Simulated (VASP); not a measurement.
# BiTe (Fm-3m) in VASP: a series of runs, part 2 of 2

VASP 6.6.1. The steps go on from the part before.

**4. Single point, PBEsol**

This run uses another cell than the first one, of 32.75 Å³/atom, 0.965 times its volume.

INCAR reads:

```
SYSTEM = BiTe
  ALGO = Normal
  EDIFF = 1E-6
  ENCUT = 520
  GGA = PS
  ISIF = 2
  ISMEAR = -1
  LASPH = .TRUE.
  LCHARG = .FALSE.
  LREAL = .FALSE.
  LWAVE = .FALSE.
  NBANDS = 18
  NELM = 80
  PREC = Accurate
  SIGMA = 0.1
```

KPOINTS reads:

```
k-points
0
G
  9 9 9
  0 0 0
```

POSCAR reads:

```
BiTe
1.0
    0.0000000000      3.1994660858      3.1994660858
    3.1994660858      0.0000000000      3.1994660858
    3.1994660858      3.1994660858      0.0000000000
Bi Te
1 1
Direct
    0.0000000000      0.0000000000      0.0000000000
    0.5000000000      0.5000000000      0.5000000000
```

Potentials or basis: VASP PAW PBE potentials, release 64 (Bi_d, Te).

The run is started by

```sh
cat potpaw_PBE.64/Bi_d/POTCAR potpaw_PBE.64/Te/POTCAR > POTCAR
mpirun -np 1 vasp_std > vasp.out
```

OUTCAR:

```text
SYSTEM = BiTe
   EDIFF = 1E-6
   ENCUT = 520
   GGA = PS
   ISIF = 2
   ISMEAR = -1
   LASPH = .TRUE.
   LREAL = .FALSE.
   NELM = 80
   PREC = Accurate

 ion  position               nearest neighbor table
   1  0.000  0.000  0.000-   2 3.20   2 3.20   2 3.20   2 3.20   2 3.20   2 3.20
   2  0.500  0.500  0.500-   1 3.20   1 3.20   1 3.20   1 3.20   1 3.20   1 3.20

  LATTYP: Found a face centered cubic cell.
 ALAT       =     6.3989321716

  Lattice vectors:

 A1 = (   0.0000000000,   3.1994660858,   3.1994660858)
 A2 = (   3.1994660858,   0.0000000000,   3.1994660858)
 A3 = (   3.1994660858,   3.1994660858,   0.0000000000)

Analysis of symmetry for initial positions (statically):
=====================================================================
 Subroutine PRICEL returns:
 Original cell was already a primitive cell.

 Routine SETGRP: Setting up the symmetry group for a
 face centered cubic supercell.

 Subroutine GETGRP returns: Found 48 space group operations
 (whereof 48 operations were pure point group operations)
 out of a pool of 48 trial point group operations.

The static configuration has the point symmetry O_h .

Analysis of symmetry for dynamics (positions and initial velocities):
=====================================================================
 Subroutine PRICEL returns:
 Original cell was already a primitive cell.

 Routine SETGRP: Setting up the symmetry group for a
 face centered cubic supercell.

 Subroutine GETGRP returns: Found 48 space group operations
 (whereof 48 operations were pure point group operations)
 out of a pool of 48 trial point group operations.

The dynamic configuration has the point symmetry O_h .

 Subroutine INISYM returns: Found 48 space group operations
 (whereof 48 operations are pure point group operations),
 and found     1 'primitive' translations

----------------------------------------------------------------------------------------

                                     Primitive cell

[... 102 lines left out ...]
   NUPDOWN=      -1.0000    fix difference up-down
   EMIN   =  10.00;   EMAX   =-10.00  energy-range for DOS
   EFERMI =   0.00;   METHOD = LEGACY
   ISMEAR =    -1;   SIGMA  =   0.10  broadening in eV -4-tet -1-fermi 0-gaus
   EFERMI_NEDOS =   21; number of points for ismear=-14 and -15
   IALGO  =     38    algorithm
   IMIX   =      4    mixing-type and parameters
     AMIX     =   0.40;   BMIX     =  1.00
     AMIX_MAG =   1.60;   BMIX_MAG =  1.00
  volume/ion in A,a.u.               =      32.75       221.02
  Fermi-wavevector in a.u.,A,eV,Ry     =   1.120453  2.117350 17.080966  1.255416
  Thomas-Fermi vector in A             =   2.257100
   LORBIT       =      0    0 simple, 1 ext, 2 COOP (PROOUT), +10 PAW based schemes
   GGA     = PS    functional components
   LHFCALC =     F    Hartree Fock is set to
   AEXX    =    0.0000 exact exchange contribution
   IVDW    =     0    specifies the selected vdW correction
   LEPSILON=     F    determine dielectric tensor
   LRPA    =     F    only Hartree local field effects (RPA)
 non-spin polarized calculation
  energy-cutoff  :      520.00
  volume of cell :       65.50
 maximum number of plane-waves:      1807
 NGX is ok and might be reduce to    36
   NGX = 17   NGY = 17   NGZ = 17

 number of electron      21.0000004 magnetization

 Free energy of the ion-electron system (eV)
  ---------------------------------------------------
  ext. energy  EPLUGINS =         0.00000000
  ---------------------------------------------------
  free energy    TOTEN  =        -8.00648380 eV

  energy without entropy =       -7.95694112  energy(sigma->0) =       -7.98171246

 E-fermi :   6.8790     XC(G=0):  -9.7405

 val. band max:        6.8468405510   @ k =  -0.3333   0.3333   0.1111
 cond. band min:       6.9051835538   @ k =   0.3333   0.0000   0.0000
 fundamental gap:      0.0583430028
 Fermi energy:         6.8789839281

 k-point     1 :       0.0000    0.0000    0.0000
  band No.  band energies     occupation
      1     -16.1783      2.00000
      2     -16.1783      2.00000
      3     -16.1717      2.00000
      4     -16.1717      2.00000
      5     -16.1717      2.00000
      6      -6.8720      2.00000
[... 481 lines left out ...]
      5     -16.1597      2.00000
      6      -5.0922      2.00000
[... 10 lines left out ...]
     17      17.2762      0.00000
     18      17.4454      0.00000

 [... further k-points ...]
[... 5 lines left out ...]
  --------------------------------------------------------------------------------------
  -------------------------------------------------------------------------------------
  Total       -0.0141925     -0.0141925     -0.0141925      0.0000000      0.0000000      0.0000000
  in kB       -0.3471414     -0.3471414     -0.3471414      0.0000000      0.0000000      0.0000000
  external PRESSURE =      -0.3471414 kB  Pullay stress =       0.0000000 kB

 VOLUME and BASIS-vectors are now :
 -----------------------------------------------------------------------------
  energy-cutoff  :      520.00
  volume of cell :       65.50
      direct lattice vectors                 reciprocal lattice vectors
     0.000000000  3.199466086  3.199466086    -0.156276074  0.156276074  0.156276074
     3.199466086  0.000000000  3.199466086     0.156276074 -0.156276074  0.156276074
     3.199466086  3.199466086  0.000000000     0.156276074  0.156276074 -0.156276074

 POSITION                                       TOTAL-FORCE (eV/Angst)
 -----------------------------------------------------------------------------------
      0.00000      0.00000      0.00000        -0.000000     -0.000000      0.000000
      3.19947      3.19947      3.19947         0.000000      0.000000     -0.000000
 -----------------------------------------------------------------------------------
    total drift:                               -0.000000      0.000000      0.000000

  FREE ENERGIE OF THE ION-ELECTRON SYSTEM (eV)
  ---------------------------------------------------
  free  energy   TOTEN  =        -8.0064838010 eV

  energy  without entropy=       -7.9569411233  energy(sigma->0) =       -7.98171246
```

OSZICAR:

```text
N       E                     dE             d eps       ncg     rms          rms(c)
DAV:   1     0.159466012595E+03    0.15947E+03   -0.98564E+03  1260   0.112E+03
DAV:   2     0.418823619977E+01   -0.15528E+03   -0.15160E+03  1364   0.309E+02
DAV:   3    -0.768833622390E+01   -0.11877E+02   -0.11664E+02  1544   0.895E+01
DAV:   4    -0.801788944232E+01   -0.32955E+00   -0.32933E+00  1556   0.157E+01
DAV:   5    -0.803072152697E+01   -0.12832E-01   -0.12832E-01  1714   0.291E+00    0.689E+00
DAV:   6    -0.800652722707E+01    0.24194E-01   -0.68247E-02  1822   0.182E+00    0.426E+00
DAV:   7    -0.800704581931E+01   -0.51859E-03   -0.22242E-02  1490   0.897E-01    0.385E-01
DAV:   8    -0.800643141965E+01    0.61440E-03   -0.42076E-03  1616   0.478E-01    0.986E-02
DAV:   9    -0.800648428930E+01   -0.52870E-04   -0.37254E-04  1396   0.119E-01    0.385E-02
DAV:  10    -0.800648548082E+01   -0.11915E-05   -0.11880E-05  1778   0.187E-02    0.276E-02
DAV:  11    -0.800648406918E+01    0.14116E-05   -0.11815E-06  1100   0.555E-03    0.376E-03
DAV:  12    -0.800648380104E+01    0.26814E-06   -0.35629E-07   716   0.547E-03
   1 F= -.80064838E+01 E0= -.79817125E+01  d E =-.495427E-01
```

It took 82 s on 1 thread of AMD EPYC 7R13, shared host; peak memory 0.19 GiB.

What came out:

```yaml
Free_energy: -8.0065 eV
Pressure: 0.0 GPa
```

Levels at points of the mesh, in eV from the Fermi level:
| k point | band 6 | band 7 | band 8 | band 9 | band 10 | band 11 | band 12 | band 13 | band 14 | band 15 |
| --- | --- | --- | --- | --- | --- | --- | --- | --- | --- | --- |
| (0.00, 0.00, 0.00) | -13.75 | -8.00 | -2.60 | -2.60 | -2.60 | 2.24 | 2.24 | 2.24 | 4.60 | 4.60 |

Caveat: the PAW data sets were made with another functional, which shifts forces and pressure a little; spin-orbit coupling is left out, which moves the levels of the heavy elements.

**5. Single point, PBE**

This run uses another cell than the first one, of 34.45 Å³/atom, 1.015 times its volume.

INCAR reads:

```
SYSTEM = BiTe
ALGO = Normal ; EDIFF = 1E-7
ENCUT = 520 ; GGA = PE
ISIF = 2 ; ISMEAR = -1
LASPH = .TRUE. ; LCHARG = .FALSE.
LREAL = .FALSE. ; LWAVE = .FALSE.
NBANDS = 18 ; NELM = 100
PREC = Accurate ; SIGMA = 0.1
```

KPOINTS is that of step 4.

POSCAR reads:

```
BiTe
1.0
    0.0000000000      3.2537295914      3.2537295914
    3.2537295914      0.0000000000      3.2537295914
    3.2537295914      3.2537295914      0.0000000000
Bi Te
1 1
Direct
    0.0000000000      0.0000000000      0.0000000000
    0.5000000000      0.5000000000      0.5000000000
```

The run is started by

```sh
cat potpaw_PBE.64/Bi_d/POTCAR potpaw_PBE.64/Te/POTCAR > POTCAR
mpirun -np 1 vasp_std > vasp.out
```

It took 74 s on 1 thread of AMD EPYC 7R13, shared host; peak memory 0.19 GiB.

Results (log left out):

| Item | Value |
| --- | --- |
| Free energy | -7.1954 eV |
| Pressure | -0.1 GPa |

Levels at points of the mesh, in eV from the Fermi level:
```tsv
k point	band 6	band 7	band 8	band 9	band 10	band 11	band 12	band 13	band 14	band 15
(0.00, 0.00, 0.00)	-13.40	-8.19	-2.49	-2.49	-2.49	2.12	2.12	2.12	4.70	4.70
```

Caveat: spin-orbit coupling is left out, which moves the levels of the heavy elements.

**6. Summary**

```csv
task,level,potentials or basis,cell,gap on the mesh (eV),pressure (GPa)
relaxation of the atoms,r2SCAN,"VASP PAW PBE potentials, release 64 (Bi_d, Te)","atoms relaxed from a = 4.578 Å, angles 60.0°, 2 atoms",none,-0.1
single point,LDA,"VASP PAW LDA potentials, release 64 (Bi_d, Te)","a = 4.492 Å, angles 60.0°, 2 atoms",none,0.0
single point,PBEsol,"VASP PAW PBE potentials, release 64 (Bi_d, Te)","a = 4.525 Å, angles 60.0°, 2 atoms",none,0.0
single point,PBE,"VASP PAW PBE potentials, release 64 (Bi_d, Te)","a = 4.601 Å, angles 60.0°, 2 atoms",none,-0.1
```

Alike in all rows: no spin polarisation; k mesh 9 × 9 × 9; cutoff (eV) 520; smearing fermi-dirac 0.1 eV.

Caveats: spin-orbit coupling is left out, which moves the levels of the heavy elements; the PAW data sets were made with another functional, which shifts forces and pressure a little (some runs); the relaxation stopped at its first step, so nothing moved (some runs).

Total energies depend on the potentials used, so only differences within one code and one set of settings carry meaning.
